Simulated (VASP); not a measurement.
Wanted: the native input for a VASP 6.6.1 run.

```yaml
Task: single point
Functional: HSE06
Potentials_or_basis: VASP PAW PBE potentials, release 64 (K_sv, I)
Cutoff: 520 eV
k_mesh: 4 × 4 × 4
Occupations: gaussian, width 0.01 eV
Spin: no spin polarisation
Dipole_correction: no
Grid_for_exact_exchange_PRECFOCK: Normal
Further_INCAR_settings: ALGO = Normal; EDIFF = 1e-06; NBANDS = 15
Share_of_exact_exchange: 0.25
Screening_parameter: 0.2079 1/Å
```

The system is KI.

```xyz
2
Lattice="-0.0472 3.5325 3.5325 3.5325 -0.0472 3.5325 3.5325 3.5325 -0.0472" Properties=species:S:1:pos:R:3 pbc="T T T"
K     0.0000    0.0000    0.0000
I     3.5089    3.5089    3.5089
```

This cell differs from its parent crystal: epitaxial 111 strain +1.0%.

One way to write it, as run:

POSCAR

```
KI
1.0
   -0.0472391067      3.5324879519      3.5324879519
    3.5324879519     -0.0472391067      3.5324879519
    3.5324879519      3.5324879519     -0.0472391067
K I
1 1
Direct
    0.0000000000      0.0000000000      0.0000000000
    0.5000000000      0.5000000000      0.5000000000
```

INCAR.step1

```
ALGO     = Normal         # electronic algorithm
EDIFF    = 1E-5           # SCF threshold, eV
ENCUT    = 520            # plane-wave cutoff, eV
GGA      = PE             # functional
ISIF     = 2              # what is computed and relaxed
ISMEAR   = 0              # smearing method
LASPH    = T              # aspherical terms in the spheres
LCHARG   = F              # write CHGCAR
LREAL    = F              # projectors in reciprocal space
LWAVE    = T              # write WAVECAR
NBANDS   = 15             # bands
NELM     = 60             # most SCF steps
PREC     = Accurate       # precision mode
SIGMA    = 0.01           # smearing width, eV
```

INCAR.step2

```
ALGO     = Normal         # electronic algorithm
EDIFF    = 1E-6           # SCF threshold, eV
ENCUT    = 520            # plane-wave cutoff, eV
GGA      = PE             # functional
HFSCREEN = 0.2079         # screening, 1/A
ISIF     = 2              # what is computed and relaxed
ISMEAR   = 0              # smearing method
ISTART   = 1            
LASPH    = T              # aspherical terms in the spheres
LCHARG   = F              # write CHGCAR
LHFCALC  = T              # exact exchange
LREAL    = F              # projectors in reciprocal space
LWAVE    = F              # write WAVECAR
NBANDS   = 15             # bands
NELM     = 60             # most SCF steps
PREC     = Accurate       # precision mode
PRECFOCK = Normal       
SIGMA    = 0.01           # smearing width, eV
```

KPOINTS

```
k-points
0
Gamma
  4 4 4
```

Potentials or basis: VASP PAW PBE potentials, release 64 (K_sv, I).

Command:

```console
$ cat potpaw_PBE.64/K_sv/POTCAR potpaw_PBE.64/I/POTCAR > POTCAR
$ cp INCAR.step1 INCAR
$ mpirun -np 1 vasp_std > vasp.out
$ cp INCAR.step2 INCAR
$ mpirun -np 1 vasp_std > vasp.out
```

It gave:

```json
{
 "Pressure": "0.2 GPa",
 "Band gap on the k mesh": "4.87 eV"
}
```

Caveat: the cell differs from its parent crystal (epitaxial 111 strain +1.0%); the PAW data sets were made with another functional, which shifts forces and pressure a little; spin-orbit coupling is left out, which moves the levels of the heavy elements.

Run time: 21 min on 1 thread of Intel(R) Xeon(R) Platinum 8175M CPU @ 2.50GHz (Skylake/Cascade Lake), on a shared host, peak memory 0.36 GiB.
